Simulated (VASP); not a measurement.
# ZrAl3B3N in VASP: a series of runs, part 2 of 2

VASP 6.6.1. Earlier steps stand in the parts before.

## 4. Single point, PBE

This run uses another cell than the first one, of 17.20 Å³/atom, 1.432 times its volume.

INCAR reads:

```
PREC = Accurate
ENCUT = 520
EDIFF = 1E-7
ISMEAR = 0
SIGMA = 0.15
LREAL = False
LASPH = True
NELM = 60
ALGO = Normal
ISIF = 2
LWAVE = False
LCHARG = False
GGA = PE
NBANDS = 28
```

KPOINTS reads:

```
regular mesh
0
Gamma
  3 3 2
```

POSCAR reads:

```
ZrAl3B3N
1.0
    4.9322863348      0.0000000000      0.0000000000
    0.0000000000      4.9322863348      0.0000000000
    0.0000000000      0.0000000000      5.6562059980
Zr Al B N
1 3 3 1
Direct
    0.5000000000      0.5000000000      0.5000000000
    0.0000000000      0.5000000000      0.0000000000
    0.5000000000      0.0000000000      0.0000000000
    0.5000000000      0.5000000000      0.0000000000
    0.0000000000      0.0000000000      0.2666867305
    0.0000000000      0.0000000000      0.7333132695
    0.0000000000      0.0000000000      0.0000000000
    0.0000000000      0.0000000000      0.5000000000
```

Potentials or basis: VASP PAW PBE potentials, release 64 (Zr_sv, Al, B, N).

Command:

```bash
$ cat potpaw_PBE.64/Zr_sv/POTCAR potpaw_PBE.64/Al/POTCAR potpaw_PBE.64/B/POTCAR potpaw_PBE.64/N/POTCAR > POTCAR
$ mpirun -np 1 vasp_std > vasp.out
```

OUTCAR:

```text
PREC = Accurate
   ENCUT = 520
   EDIFF = 1E-7
   ISMEAR = 0
   LREAL = False
   LASPH = True
   NELM = 60
   ISIF = 2
   GGA = PE

 ion  position               nearest neighbor table
   1  0.500  0.500  0.500-   4 2.83   4 2.83
   2  0.000  0.500  0.000-   4 2.47   7 2.47   7 2.47   4 2.47
   3  0.500  0.000  0.000-   4 2.47   7 2.47   4 2.47   7 2.47
   4  0.500  0.500  0.000-   2 2.47   3 2.47   3 2.47   2 2.47   1 2.83   1 2.83
   5  0.000  0.000  0.267-   8 1.32   7 1.51
   6  0.000  0.000  0.733-   8 1.32   7 1.51
   7  0.000  0.000  0.000-   5 1.51   6 1.51   2 2.47   3 2.47   2 2.47   3 2.47
   8  0.000  0.000  0.500-   5 1.32   6 1.32

  LATTYP: Found a simple tetragonal cell.
 ALAT       =     4.9322863348
 C/A-ratio  =     1.1467716215

  Lattice vectors:

 A1 = (   4.9322863348,   0.0000000000,   0.0000000000)
 A2 = (   0.0000000000,   4.9322863348,   0.0000000000)
 A3 = (   0.0000000000,   0.0000000000,   5.6562059980)

Analysis of symmetry for initial positions (statically):
=====================================================================
 Subroutine PRICEL returns:
 Original cell was already a primitive cell.

 Routine SETGRP: Setting up the symmetry group for a
 simple tetragonal supercell.

 Subroutine GETGRP returns: Found 16 space group operations
 (whereof 16 operations were pure point group operations)
 out of a pool of 16 trial point group operations.

The static configuration has the point symmetry D_4h.

Analysis of symmetry for dynamics (positions and initial velocities):
=====================================================================
 Subroutine PRICEL returns:
 Original cell was already a primitive cell.

 Routine SETGRP: Setting up the symmetry group for a
 simple tetragonal supercell.

 Subroutine GETGRP returns: Found 16 space group operations
[... 118 lines left out ...]
  Fermi-wavevector in a.u.,A,eV,Ry     =   1.037266  1.960149 14.638798  1.075921
  Thomas-Fermi vector in A             =   2.171696
   LORBIT       =      0    0 simple, 1 ext, 2 COOP (PROOUT), +10 PAW based schemes
   GGA     = PE    functional components
   LHFCALC =     F    Hartree Fock is set to
   AEXX    =    0.0000 exact exchange contribution
   IVDW    =     0    specifies the selected vdW correction
   LEPSILON=     F    determine dielectric tensor
   LRPA    =     F    only Hartree local field effects (RPA)
 non-spin polarized calculation
 Gauss-broadening in eV      SIGMA  =   0.15
  energy-cutoff  :      520.00
  volume of cell :      137.60
 maximum number of plane-waves:      3729
 NGX is ok and might be reduce to    40
   NGX = 19   NGY = 19   NGZ = 21

 number of electron      35.0000000 magnetization

 Free energy of the ion-electron system (eV)
  ---------------------------------------------------
  ext. energy  EPLUGINS =         0.00000000
  ---------------------------------------------------
  free energy    TOTEN  =       -43.66181622 eV

  energy without entropy =      -43.57785659  energy(sigma->0) =      -43.61983640

 E-fermi :   4.9851     XC(G=0):  -9.3896

 val. band max:        4.7812180363   @ k =   0.3333   0.0000   0.0000
 cond. band min:       4.9882651247   @ k =   0.3333   0.3333   0.5000
 fundamental gap:      0.2070470885
 Fermi energy:         4.9851205389

 k-point     1 :       0.0000    0.0000    0.0000
  band No.  band energies     occupation
      1     -45.2033      2.00000
      2     -23.2763      2.00000
      3     -23.2763      2.00000
      4     -22.9760      2.00000
      5     -12.4395      2.00000
      6      -5.5447      2.00000
[... 175 lines left out ...]
     27       9.7487      0.00000
     28      10.0010      0.00000

------------------------ aborting loop because EDIFF is reached ----------------------------------------

  FORCE on cell =-STRESS in cart. coord.  units (eV):
  Direction    XX          YY          ZZ          XY          YZ          ZX
  --------------------------------------------------------------------------------------
  -------------------------------------------------------------------------------------
  Total        0.1241641      0.1241641     -0.0636142      0.0000000      0.0000000      0.0000000
  in kB        1.4457218      1.4457218     -0.7407011      0.0000000      0.0000000      0.0000000
  external PRESSURE =       0.7169141 kB  Pullay stress =       0.0000000 kB

 VOLUME and BASIS-vectors are now :
 -----------------------------------------------------------------------------
  energy-cutoff  :      520.00
  volume of cell :      137.60
      direct lattice vectors                 reciprocal lattice vectors
     4.932286335  0.000000000  0.000000000     0.202745731  0.000000000  0.000000000
     0.000000000  4.932286335  0.000000000     0.000000000  0.202745731  0.000000000
     0.000000000  0.000000000  5.656205998     0.000000000  0.000000000  0.176796955

 POSITION                                       TOTAL-FORCE (eV/Angst)
 -----------------------------------------------------------------------------------
      2.46614      2.46614      2.82810         0.000000      0.000000      0.000000
      0.00000      2.46614      0.00000         0.000000      0.000000      0.000000
      2.46614      0.00000      0.00000         0.000000      0.000000      0.000000
      2.46614      2.46614      0.00000         0.000000      0.000000      0.000000
      0.00000      0.00000      1.50844         0.000000     -0.000000      0.003593
      0.00000      0.00000      4.14777        -0.000000     -0.000000     -0.003593
      0.00000      0.00000      0.00000         0.000000      0.000000      0.000000
      0.00000      0.00000      2.82810         0.000000      0.000000      0.000000
 -----------------------------------------------------------------------------------
    total drift:                                0.000000      0.000000     -0.000000

  FREE ENERGIE OF THE ION-ELECTRON SYSTEM (eV)
  ---------------------------------------------------
  free  energy   TOTEN  =       -43.6618162176 eV

  energy  without entropy=      -43.5778565914  energy(sigma->0) =      -43.61983640
```

stdout:

```text
POSCAR found type information on POSCAR ZrAlB N
 POSCAR found :  4 types and       8 ions
 scaLAPACK will be used
 LDA part: xc-table for (Slater+PW92), standard interpolation
 POSCAR, INCAR and KPOINTS ok, starting setup
 FFT: planning ... GRIDC
 FFT: planning ... GRID_SOFT
 FFT: planning ... GRID
 WAVECAR not read
 entering main loop
```

It took 30 s on 1 thread of AMD EPYC 7R13 (Zen 3), shared host; peak memory 0.21 GiB.

Results:

- Free energy: -43.6618 eV
- Pressure: 0.1 GPa
- Largest force: 0.004 eV/Å

Forces on the atoms (eV/Å):
```
Zr   0.000  0.000  0.000
Al   0.000  0.000  0.000
Al   0.000  0.000  0.000
Al   0.000  0.000  0.000
B    0.000  0.000  0.004
B    0.000  0.000 -0.004
B    0.000  0.000  0.000
N    0.000  0.000  0.000
```

Stress tensor (GPa, compression positive):
```
 0.14  0.00  0.00
 0.00  0.14  0.00
 0.00  0.00 -0.07
```

Caveat: the k points lie up to 0.56 Å⁻¹ apart.

## 5. Overview

```tsv
cell	k mesh	gap on the mesh (eV)	pressure (GPa)	largest force (eV/Å)
a = 3.298, b = 3.298, c = 8.836 Å, angles 90.0, 90.0, 89.9°, 8 atoms	4 × 4 × 1	none	-0.1	0.03
a = 4.294, b = 4.294, c = 7.439 Å, 8 atoms	3 × 3 × 2	none	0.2	0.01
a = 4.932, b = 4.932, c = 5.656 Å, 8 atoms	3 × 3 × 2	none	0.1	-
```

Alike in all rows: task single point; level PBE; potentials or basis VASP PAW PBE potentials, release 64 (Zr_sv, Al, B, N); no spin polarisation; cutoff (eV) 520; smearing gaussian 0.15 eV.

Caveats: all runs use coarse meshes.

Total energies depend on the potentials used, so only differences within one code and one set of settings carry meaning.
